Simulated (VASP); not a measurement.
AlO5: single point with PBE

Crystal: AlO5.

```
Al O
1.0
     4.65034    0.00000    0.00000
     0.00000    4.65034    0.00000
     0.00000    0.00000    3.38403
Al O
1 5
Direct
  0.00000 0.00000 0.00000
  0.27214 0.27214 0.00000
  0.72786 0.72786 0.00000
  0.72786 0.27214 0.00000
  0.27214 0.72786 0.00000
  0.50000 0.50000 0.50000
```

The cell was built from a structure type or drawn by symmetry, and may not be a known phase.

```
Program                : VASP 6.6.1
Task                   : single point
Functional             : PBE
Potentials or basis    : VASP PAW PBE potentials, release 64 (Al, O)
Cutoff                 : 600 eV
k mesh                 : 4 × 4 × 5
Occupations            : gaussian, width 0.2 eV
Spin                   : no spin polarisation
Dipole correction      : no
Further INCAR settings : ALGO = Normal; EDIFF = 1e-06; NBANDS = 26
```

The pressure is -0.1 GPa, the largest force is 0.017 eV/Å and the band gap on the k mesh is zero (an odd number of electrons rules out a gap without spin polarisation).

Forces in eV/Å, atoms in the order of the input:
```
Al   0.000  0.000  0.000
O    0.012  0.012  0.000
O   -0.012 -0.012  0.000
O   -0.012  0.012  0.000
O    0.012 -0.012  0.000
O    0.000  0.000  0.000
```

Stress tensor (GPa, compression positive):
```
 0.13  0.00  0.00
 0.00  0.13  0.00
 0.00  0.00 -0.55
```

Levels at points of the mesh, in eV from the Fermi level:
| k point | band 12 | band 13 | band 14 | band 15 | band 16 | band 17 | band 18 | band 19 | band 20 | band 21 |
| --- | --- | --- | --- | --- | --- | --- | --- | --- | --- | --- |
| (0.00, 0.00, 0.00) | -1.30 | -1.00 | -1.00 | -0.26 | 0.06 | 0.35 | 0.56 | 0.56 | 1.41 | 3.53 |
| (0.50, 0.00, 0.00) | -1.92 | -1.22 | -1.17 | -0.91 | -0.71 | -0.57 | 0.43 | 0.68 | 0.91 | 4.25 |
| (0.50, 0.50, 0.00) | -1.58 | -1.58 | -1.42 | -1.42 | -1.29 | -0.85 | -0.66 | -0.66 | 0.74 | 4.43 |

Run time: 49 s on 1 thread of Intel(R) Xeon(R) Platinum 8488C (Sapphire Rapids) (shared host), peak memory 0.2 GiB.

Caveat: the k points lie up to 0.37 Å⁻¹ apart, too coarse for converged energies and pressures of a metal; an odd number of electrons without spin polarisation forces a metal; a magnetic or distorted state may lie lower.
